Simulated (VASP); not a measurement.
Crystal: AsPb4.

```
As Pb
1.0
    -3.30525    3.30525    3.51695
     3.30525   -3.30525    3.51695
     3.30525    3.30525   -3.51695
As Pb
1 4
Direct
  0.00000 0.00000 0.00000
  0.77127 0.77127 0.54255
  0.22873 0.22873 0.45745
  0.22873 0.77127 0.00000
  0.77127 0.22873 0.00000
```

The cell was built from a structure type or drawn by symmetry, and may not be a known phase.

| Quantity | Value |
| --- | --- |
| Program | VASP 6.6.1 |
| Task | relaxation of cell and atoms |
| Functional | PBE |
| Potentials or basis | VASP PAW PBE potentials, release 64 (As, Pb_d) |
| Cutoff | 600 eV |
| k mesh | 4 × 4 × 4 |
| Occupations | gaussian, width 0.1 eV |
| Spin | no spin polarisation |

At the start: pressure 38.7 GPa; volume 30.74 Å³/atom.

Q: Where does the relaxation end?

A: Over 20 steps the energy falls by 2262.5 meV/atom and the volume is 34.27 Å³/atom (+11.5 %); space group I4/mmm (No. 139, to 0.1 Å) before and after.

Step by step:
| step | energy change (eV) | largest force (eV/Å) | pressure (GPa) | volume (Å³) |
| --- | --- | --- | --- | --- |
| 1 | 0.0000 | 12.8804 | 38.74 | 153.69 |
| 2 | -5.3786 | 0.0028 | -4.53 | 362.90 |
| 3 | -6.0775 | 0.1297 | -4.89 | 338.18 |
| 4 | -6.8322 | 0.2337 | -5.24 | 315.21 |
| 5 | -10.2024 | 0.2030 | -4.76 | 227.34 |
| 6 | -10.5199 | 1.0152 | 0.73 | 188.73 |
| 7 | -10.6771 | 0.2358 | -2.68 | 205.22 |
| 8 | -10.6934 | 0.3670 | -2.07 | 201.40 |
| 9 | -10.6933 | 0.4060 | -1.89 | 200.38 |
| 10 | -10.9440 | 0.4697 | -1.07 | 189.21 |
| 11 | -11.0578 | 0.5507 | 0.04 | 180.15 |
| 12 | -11.0653 | 0.5979 | 0.67 | 176.28 |
| 13 | -11.0662 | 0.5889 | 0.50 | 177.11 |
| 14 | -11.1350 | 0.4654 | 0.02 | 177.15 |
| 15 | -11.2238 | 0.1551 | -0.93 | 177.22 |
| 16 | -11.2733 | 0.0757 | -0.67 | 174.80 |
| 17 | -11.3031 | 0.0877 | -0.14 | 171.43 |
| 18 | -11.3031 | 0.0956 | -0.12 | 171.31 |
| 19 | -11.3080 | 0.0620 | -0.10 | 171.33 |
| 20 | -11.3127 | 0.0164 | -0.05 | 171.35 |

Final structure:
```
As Pb
1.0
    -3.67531    3.67531    3.17138
     3.67531   -3.67531    3.17138
     3.67531    3.67531   -3.17138
As Pb
1 4
Direct
  0.00000 0.00000 0.00000
  0.71863 0.71863 0.43727
  0.28137 0.28137 0.56273
  0.28137 0.71863 0.00000
  0.71863 0.28137 0.00000
```
